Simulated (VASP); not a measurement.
# TmC (F-43m) in VASP: single point with PBEsol

Aim: the single point of TmC with PBEsol.

All numbers are computed with VASP 6.6.1; they aren't measurements. Logs are shortened: lines on timing, memory, paths and dates and some standing lists are left out, and cuts for length are marked.

### 1 The cell of the first run

Symmetry: F-43m, No. 216, cubic system. The conventional cell has a = 5.178 Å, b = 5.178 Å, c = 5.178 Å, α = 90.00°, β = 90.00°, γ = 90.00°. Within 3.0 Å of Tm (site symmetry -43m) lie 4 C at 2.24 Å. Within 3.0 Å of C (site symmetry -43m) lie 4 Tm at 2.24 Å.

### 2 Single point, PBEsol, collinear spin, ferromagnetic start (volume scaled by 0.960)

Contents of INCAR:

```
SYSTEM = TmC
  PREC = Accurate
  ENCUT = 520
  EDIFF = 1E-7
  ISMEAR = 0
  SIGMA = 0.05
  LREAL = .FALSE.
  LASPH = .TRUE.
  NELM = 150
  ALGO = Normal
  ISIF = 2
  LWAVE = .FALSE.
  LCHARG = .FALSE.
  ISPIN = 2
  MAGMOM = 1.79 0
  LORBIT = 11
  LMAXMIX = 6
  GGA = PS
  NBANDS = 24
```

Contents of KPOINTS:

```
Automatic mesh
0
G
  10 10 10
  0 0 0
```

Contents of POSCAR:

```
TmC
1.0
    0.0000000000      2.5892486204      2.5892486204
    2.5892486204      0.0000000000      2.5892486204
    2.5892486204      2.5892486204      0.0000000000
Tm C
1 1
Direct
    0.0000000000      0.0000000000      0.0000000000
    0.2500000000      0.2500000000      0.2500000000
```

Potentials or basis: VASP PAW PBE potentials, release 64 (Tm, C).

On the command line:

```console
> cat potpaw_PBE.64/Tm/POTCAR potpaw_PBE.64/C/POTCAR > POTCAR
> mpirun -np 1 vasp_std > vasp.out
```

OUTCAR:

```text
SYSTEM = TmC
   PREC = Accurate
   ENCUT = 520
   EDIFF = 1E-7
   ISMEAR = 0
   LREAL = .FALSE.
   LASPH = .TRUE.
   NELM = 150
   ISIF = 2
   ISPIN = 2
   LORBIT = 11
   GGA = PS

 ion  position               nearest neighbor table
   1  0.000  0.000  0.000-   2 2.24   2 2.24   2 2.24   2 2.24
   2  0.250  0.250  0.250-   1 2.24   1 2.24   1 2.24   1 2.24

  LATTYP: Found a face centered cubic cell.
 ALAT       =     5.1784972408

  Lattice vectors:

 A1 = (   0.0000000000,   2.5892486204,   2.5892486204)
 A2 = (   2.5892486204,   0.0000000000,   2.5892486204)
 A3 = (   2.5892486204,   2.5892486204,   0.0000000000)

Analysis of symmetry for initial positions (statically):
=====================================================================
 Subroutine PRICEL returns:
 Original cell was already a primitive cell.

 Routine SETGRP: Setting up the symmetry group for a
 face centered cubic supercell.

 Subroutine GETGRP returns: Found 24 space group operations
 (whereof 24 operations were pure point group operations)
 out of a pool of 48 trial point group operations.

The static configuration has the point symmetry T_d .

Analysis of symmetry for dynamics (positions and initial velocities):
=====================================================================
 Subroutine PRICEL returns:
 Original cell was already a primitive cell.

 Routine SETGRP: Setting up the symmetry group for a
 face centered cubic supercell.

 Subroutine GETGRP returns: Found 24 space group operations
 (whereof 24 operations were pure point group operations)
 out of a pool of 48 trial point group operations.

The dynamic configuration has the point symmetry T_d .

Analysis of structural, dynamic, and magnetic symmetry:
=====================================================================
 Subroutine PRICEL returns:
 Original cell was already a primitive cell.

 Routine SETGRP: Setting up the symmetry group for a
 face centered cubic supercell.

 Subroutine GETGRP returns: Found 24 space group operations
 (whereof 24 operations were pure point group operations)
 out of a pool of 48 trial point group operations.

The overall configuration has the point symmetry T_d .

 Subroutine INISYM returns: Found 24 space group operations
 (whereof 24 operations are pure point group operations),
 and found     1 'primitive' translations

----------------------------------------------------------------------------------------

                                     Primitive cell

  volume of cell :      34.7177

  direct lattice vectors                    reciprocal lattice vectors
     0.000000000  2.589248620  2.589248620    -0.193106215  0.193106215  0.193106215
     2.589248620  0.000000000  2.589248620     0.193106215 -0.193106215  0.193106215
     2.589248620  2.589248620  0.000000000     0.193106215  0.193106215 -0.193106215

  length of vectors
     3.661750515  3.661750515  3.661750515     0.334469775  0.334469775  0.334469775

  position of ions in fractional coordinates (direct lattice)
     0.000000000  0.000000000  0.000000000
     0.250000000  0.250000000  0.250000000

  ion indices of the primitive-cell ions
   primitive index   ion index
                 1           1
                 2           2

----------------------------------------------------------------------------------------

 KPOINTS: Automatic mesh

Automatic generation of k-mesh.
 Grid dimensions read from file:
 generate k-points for:   10   10   10

 Generating k-lattice:

  Cartesian coordinates                     Fractional coordinates (reciprocal lattice)
    -0.019310621  0.019310621  0.019310621     0.100000000  0.000000000  0.000000000
     0.019310621 -0.019310621  0.019310621     0.000000000  0.100000000  0.000000000
     0.019310621  0.019310621 -0.019310621     0.000000000  0.000000000  0.100000000

  Length of vectors
     0.033446978  0.033446978  0.033446978

  Shift w.r.t. Gamma in fractional coordinates (k-lattice)
     0.000000000  0.000000000  0.000000000

 Subroutine IBZKPT returns following result:
 ===========================================

 Found     47 irreducible k-points:

 Following reciprocal coordinates:
            Coordinates               Weight
  0.000000  0.000000  0.000000      1.000000
  0.100000  0.000000  0.000000      8.000000
  0.200000  0.000000  0.000000      8.000000
  0.300000  0.000000  0.000000      8.000000
  0.400000  0.000000  0.000000      8.000000
  0.500000  0.000000  0.000000      4.000000
[... 16 lines left out ...]
  0.300000  0.300000  0.000000      6.000000
  0.400000  0.300000  0.000000     24.000000
 [... further k-points ...]
   k-points           NKPTS =     47   k-points in BZ     NKDIM =     47   number of bands    NBANDS=     24
   number of dos      NEDOS =    301   number of ions     NIONS =      2
   total plane-waves  NPLWV =  21952
   dimension x,y,z NGX =    28 NGY =   28 NGZ =   28
   dimension x,y,z NGXF=    56 NGYF=   56 NGZF=   56
   ions per type =               1   1
   NGX,Y,Z   is equivalent  to a cutoff of  12.71, 12.71, 12.71 a.u.
   NGXF,Y,Z  is equivalent  to a cutoff of  25.42, 25.42, 25.42 a.u.
 SYSTEM =  TmC
   PREC   = accura    normal or accurate (medium, high low for compatibility)
   ISTART =      0    job   : 0-new  1-cont  2-samecut
   ICHARG =      2    charge: 1-file 2-atom 10-const
   ISPIN  =      2    spin polarized calculation?
   LNONCOLLINEAR =      F non collinear calculations
   LSORBIT =      F    spin-orbit coupling
   LASPH  =      T    aspherical Exc in radial PAW
   ENCUT  =  520.0 eV  38.22 Ry    6.18 a.u.   6.81  6.81  6.81*2*pi/ulx,y,z
   NELM   =    150;   NELMIN=  2; NELMDL= -5     # of ELM steps
   EDIFF  = 0.1E-06   stopping-criterion for ELM
   LREAL  =      F    real-space projection
   EDIFFG = 0.1E-05   stopping-criterion for IOM
   NSW    =      0    number of steps for IOM
   IBRION =     -1    ionic relax: 0-MD 1-quasi-New 2-CG
   NFREE  =      0    steps in history (QN), initial steepest desc. (CG)
   ISIF   =      2    stress and relaxation
   ISYM   =      2    0-nonsym 1-usesym 2-fastsym
   POTIM  = 0.5000    time-step for ionic-motion
   TEBEG  =    0.0;   TEEND  =   0.0 temperature during run
   PSTRESS=    0.0 pullay stress
   NELECT =      27.0000    total number of electrons
   NUPDOWN=      -1.0000    fix difference up-down
   EMIN   =  10.00;   EMAX   =-10.00  energy-range for DOS
   EFERMI =   0.00;   METHOD = LEGACY
   ISMEAR =     0;   SIGMA  =   0.05  broadening in eV -4-tet -1-fermi 0-gaus
   EFERMI_NEDOS =   21; number of points for ismear=-14 and -15
   IALGO  =     38    algorithm
   IMIX   =      4    mixing-type and parameters
     AMIX     =   0.40;   BMIX     =  1.00
     AMIX_MAG =   1.60;   BMIX_MAG =  1.00
  volume/ion in A,a.u.               =      17.36       117.14
  Fermi-wavevector in a.u.,A,eV,Ry     =   1.505494  2.844971 30.837766  2.266512
  Thomas-Fermi vector in A             =   2.616335
   LORBIT       =     11    0 simple, 1 ext, 2 COOP (PROOUT), +10 PAW based schemes
   GGA     = PS    functional components
   LHFCALC =     F    Hartree Fock is set to
   AEXX    =    0.0000 exact exchange contribution
   IVDW    =     0    specifies the selected vdW correction
   LEPSILON=     F    determine dielectric tensor
   LRPA    =     F    only Hartree local field effects (RPA)
 spin polarized calculation
 Gauss-broadening in eV      SIGMA  =   0.05
  energy-cutoff  :      520.00
  volume of cell :       34.72
 maximum number of plane-waves:       951
   NGX = 13   NGY = 13   NGZ = 13

 number of electron      27.0000013 magnetization       1.7652735

 Free energy of the ion-electron system (eV)
  ---------------------------------------------------
  ext. energy  EPLUGINS =         0.00000000
  ---------------------------------------------------
  free energy    TOTEN  =       -12.55779397 eV

  energy without entropy =      -12.54667563  energy(sigma->0) =      -12.55223480

 E-fermi :   1.5941     XC(G=0): -11.0196

 val. band max:        1.5895586179   @ k =   0.3000   0.2000   0.0000
 cond. band min:       1.5944075899   @ k =  -0.3000   0.2000   0.0000
 fundamental gap:      0.0048489720
 Fermi energy:         1.5940953734

 spin component 1

 k-point     1 :       0.0000    0.0000    0.0000
  band No.  band energies     occupation
      1     -47.9496      1.00000
      2     -20.8351      1.00000
      3     -20.8351      1.00000
      4     -20.8351      1.00000
      5      -8.1474      1.00000
      6      -0.2160      1.00000
[... 16 lines left out ...]
     23      16.9937      0.00000
     24      16.9937      0.00000

 k-point     2 :       0.1000    0.0000    0.0000
  band No.  band energies     occupation
      1     -47.9471      1.00000
      2     -20.8931      1.00000
      3     -20.8425      1.00000
      4     -20.8425      1.00000
      5      -7.9959      1.00000
      6      -0.3147      1.00000
[... 16 lines left out ...]
     23      16.9292      0.00000
     24      16.9292      0.00000

 k-point     3 :       0.2000    0.0000    0.0000
  band No.  band energies     occupation
      1     -47.9406      1.00000
      2     -21.0407      1.00000
      3     -20.8618      1.00000
      4     -20.8618      1.00000
      5      -7.6084      1.00000
      6      -0.4923      1.00000
[... 16 lines left out ...]
     23      17.0339      0.00000
     24      17.0339      0.00000
[... 514 lines left out ...]
 k-point    23 :       0.3000    0.3000    0.0000
  band No.  band energies     occupation
      1     -47.9269      1.00000
      2     -21.2118      1.00000
      3     -20.9647      1.00000
      4     -20.9647      1.00000
      5      -6.7994      1.00000
      6      -1.2284      1.00000
[... 16 lines left out ...]
     23      15.9693      0.00000
     24      15.9693      0.00000

 k-point    24 :       0.4000    0.3000    0.0000
  band No.  band energies     occupation
      1     -47.9218      1.00000
      2     -21.2870      1.00000
      3     -21.0045      1.00000
      4     -20.9870      1.00000
      5      -6.5170      1.00000
      6      -1.2456      1.00000
[... 16 lines left out ...]
     23      16.7587      0.00000
     24      17.5506      0.00000

 [... further k-points ...]

 spin component 2

 k-point     1 :       0.0000    0.0000    0.0000
  band No.  band energies     occupation
      1     -47.2608      1.00000
      2     -20.3388      1.00000
      3     -20.3388      1.00000
      4     -20.3388      1.00000
      5      -7.9978      1.00000
      6       0.1920      1.00000
[... 16 lines left out ...]
     23      17.1784      0.00000
     24      17.1784      0.00000

 k-point     2 :       0.1000    0.0000    0.0000
  band No.  band energies     occupation
      1     -47.2582      1.00000
      2     -20.4001      1.00000
      3     -20.3466      1.00000
      4     -20.3466      1.00000
      5      -7.8430      1.00000
      6       0.0294      1.00000
[... 16 lines left out ...]
     23      17.1057      0.00000
     24      17.1057      0.00000

 k-point     3 :       0.2000    0.0000    0.0000
  band No.  band energies     occupation
      1     -47.2513      1.00000
      2     -20.5559      1.00000
      3     -20.3668      1.00000
      4     -20.3668      1.00000
      5      -7.4481      1.00000
      6      -0.2342      1.00000
[... 16 lines left out ...]
     23      17.1927      0.00000
     24      17.1927      0.00000
[... 514 lines left out ...]
 k-point    23 :       0.3000    0.3000    0.0000
  band No.  band energies     occupation
      1     -47.2368      1.00000
      2     -20.7360      1.00000
      3     -20.4747      1.00000
      4     -20.4747      1.00000
      5      -6.6251      1.00000
      6      -1.0565      1.00000
[... 16 lines left out ...]
     23      16.1143      0.00000
     24      16.1143      0.00000

 k-point    24 :       0.4000    0.3000    0.0000
  band No.  band energies     occupation
      1     -47.2314      1.00000
      2     -20.8149      1.00000
      3     -20.5164      1.00000
      4     -20.4980      1.00000
      5      -6.3389      1.00000
      6      -1.0722      1.00000
[... 16 lines left out ...]
     23      16.9195      0.00000
     24      17.7453      0.00000

 [... further k-points ...]
[... 5 lines left out ...]
  --------------------------------------------------------------------------------------
  -------------------------------------------------------------------------------------
  Total        0.9007572      0.9007572      0.9007572     -0.0000000      0.0000000      0.0000000
  in kB       41.5687593     41.5687593     41.5687593     -0.0000000      0.0000000      0.0000000
  external PRESSURE =      41.5687593 kB  Pullay stress =       0.0000000 kB

 VOLUME and BASIS-vectors are now :
 -----------------------------------------------------------------------------
  energy-cutoff  :      520.00
  volume of cell :       34.72
      direct lattice vectors                 reciprocal lattice vectors
     0.000000000  2.589248620  2.589248620    -0.193106215  0.193106215  0.193106215
     2.589248620  0.000000000  2.589248620     0.193106215 -0.193106215  0.193106215
     2.589248620  2.589248620  0.000000000     0.193106215  0.193106215 -0.193106215

 POSITION                                       TOTAL-FORCE (eV/Angst)
 -----------------------------------------------------------------------------------
      0.00000      0.00000      0.00000        -0.000000     -0.000000     -0.000000
      1.29462      1.29462      1.29462         0.000000      0.000000      0.000000
 -----------------------------------------------------------------------------------
    total drift:                               -0.000000     -0.000000     -0.000000

  FREE ENERGIE OF THE ION-ELECTRON SYSTEM (eV)
  ---------------------------------------------------
  free  energy   TOTEN  =       -12.5577939670 eV

  energy  without entropy=      -12.5466756321  energy(sigma->0) =      -12.55223480

 total charge

# of ion       s       p       d       f       tot
--------------------------------------------------
    1        2.192   6.030   0.772  12.254  21.248
    2        0.940   1.384   0.000   0.000   2.324
--------------------------------------------------
tot          3.132   7.413   0.772  12.254  23.572

 magnetization (x)

# of ion       s       p       d       f       tot
--------------------------------------------------
    1        0.011  -0.015   0.070   1.551   1.618
    2        0.001   0.055   0.000   0.000   0.055
--------------------------------------------------
tot          0.012   0.040   0.070   1.551   1.673
```

It took 4.1 min on 1 thread of Intel Xeon Platinum 8488C (Sapphire Rapids), shared host; peak memory 0.23 GiB.

Results:

| Quantity | Value |
| --- | --- |
| Free energy | -12.5578 eV |
| Pressure | 4.2 GPa |
| Net moment | 1.77 μB per cell |
| Site moments | Tm +1.62; C +0.06 μB |
| Valence electrons inside the program's atomic spheres | Tm 21.25; C 2.32 |

Levels at points of the mesh, in eV from the Fermi level:
Spin up:
| k point | band 12 | band 13 | band 14 | band 15 | band 16 | band 17 | band 18 | band 19 |
| --- | --- | --- | --- | --- | --- | --- | --- | --- |
| (0.00, 0.00, 0.00) | -1.48 | -0.79 | -0.79 | -0.79 | 3.86 | 5.86 | 5.86 | 10.09 |
| (0.50, 0.00, 0.00) | -1.32 | -1.23 | -0.46 | -0.46 | 5.32 | 6.42 | 6.42 | 7.31 |
| (0.50, 0.50, 0.00) | -1.25 | -1.23 | 0.79 | 0.79 | 2.20 | 5.87 | 7.86 | 8.15 |
Spin down:
```csv
k point,band 9,band 10,band 11,band 12,band 13,band 14,band 15,band 16,band 17,band 18
"(0.00, 0.00, 0.00)",-0.69,-0.06,-0.06,-0.06,0.05,0.05,0.05,4.07,6.05,6.05
"(0.50, 0.00, 0.00)",-0.47,-0.36,-0.15,-0.15,0.05,0.22,0.22,5.54,6.61,6.61
"(0.50, 0.50, 0.00)",-0.43,-0.25,-0.24,-0.24,-0.06,1.20,1.20,2.41,6.04,8.07
```

Caveat: the magnetic or orbital state may not be the lowest; the PAW data sets were made with another functional, which shifts forces and pressure a little; spin-orbit coupling is left out, which moves the levels of the heavy elements; without U or exact exchange the open f shell lies at the Fermi level, which spoils levels, moments and volumes. The state reached can hang on the start; a lower one may exist.
